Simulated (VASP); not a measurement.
A run of VASP 6.6.1:

The input POSCAR:

```
InP
1.0
    0.0000000000      2.6339815785      2.6339815785
    2.6339815785      0.0000000000      2.6339815785
    2.6339815785      2.6339815785      0.0000000000
In P
1 1
Direct
    0.0000000000      0.0000000000      0.0000000000
    0.2500000000      0.2500000000      0.2500000000
```

INCAR.step1

```
ALGO     = Normal         # electronic algorithm
EDIFF    = 1E-4           # SCF threshold, eV
ENCUT    = 520            # plane-wave cutoff, eV
GGA      = PE             # functional
ISMEAR   = 0              # smearing method
LASPH    = True           # aspherical terms in the spheres
LCHARG   = False          # write CHGCAR
LREAL    = False          # projectors in reciprocal space
LWAVE    = True           # write WAVECAR
NBANDS   = 16             # bands
NELM     = 60             # most SCF steps
PREC     = Accurate       # precision mode
SIGMA    = 0.02           # smearing width, eV
```

INCAR.step2

```
ALGO     = Normal         # electronic algorithm
EDIFF    = 1E-6           # SCF threshold, eV
ENCUT    = 520            # plane-wave cutoff, eV
ISIF     = 2              # what is computed and relaxed
ISMEAR   = 0              # smearing method
ISTART   = 1            
LASPH    = True           # aspherical terms in the spheres
LCHARG   = False          # write CHGCAR
LMIXTAU  = True         
LREAL    = False          # projectors in reciprocal space
LWAVE    = False          # write WAVECAR
METAGGA  = R2SCAN         # meta-GGA
NBANDS   = 16             # bands
NELM     = 60             # most SCF steps
PREC     = Accurate       # precision mode
SIGMA    = 0.02           # smearing width, eV
```

The input KPOINTS:

```
k-points
0
Gamma
  10 10 10
```

Potentials or basis: VASP PAW PBE potentials, release 64 (In_d, P).

Run with:

```bash
$ cat potpaw_PBE.64/In_d/POTCAR potpaw_PBE.64/P/POTCAR > POTCAR
$ cp INCAR.step1 INCAR
$ mpirun -np 1 vasp_std > vasp.out
$ cp INCAR.step2 INCAR
$ mpirun -np 1 vasp_std > vasp.out
```

Hardware: 1 thread of Intel(R) Xeon(R) 6975P-C (Granite Rapids) (shared host).

Problem. Estimate the wall time of this run.

Solution. It took 49 s on 1 thread of Intel(R) Xeon(R) 6975P-C (Granite Rapids), on a shared host, peak memory 0.17 GiB. Counts: k points 47.
